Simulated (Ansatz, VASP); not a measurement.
# C: VASP beside Ansatz

```
C
1.0
     0.00000    1.78014    1.78014
     1.78014    0.00000    1.78014
     1.78014    1.78014    0.00000
C
2
Direct
  0.00000 0.00000 0.00000
  0.25000 0.25000 0.25000
```

Alike in both runs: functional r2SCAN; k mesh 12 × 12 × 12; occupations gaussian, width 0.02 eV; no spin polarisation.

Ansatz relaxed the structure, and its values are those at the end. VASP's run is a single point on that final structure, the one shown.

|  | VASP | Ansatz |
| --- | --- | --- |
| version | VASP 6.6.1 | Ansatz 0.2.0 |
| potentials or method | VASP PAW PBE potentials, release 64 (C), cutoff 660 eV | scalar-relativistic, plane waves, PAW |
| valence electrons in the cell | 8 | 8 |

```csv
,VASP,Ansatz,Ansatz less VASP
gap on the k mesh at the Fermi level (eV),4.36,4.38,+0.027
least direct gap on the mesh (eV),5.85,5.89,+0.042
pressure (GPa),0.1,0.0,-0.13
```

VASP's potentials were made for PBE, not for r2SCAN. With one functional, cell and mesh, what is left measures potentials, basis and numerics.
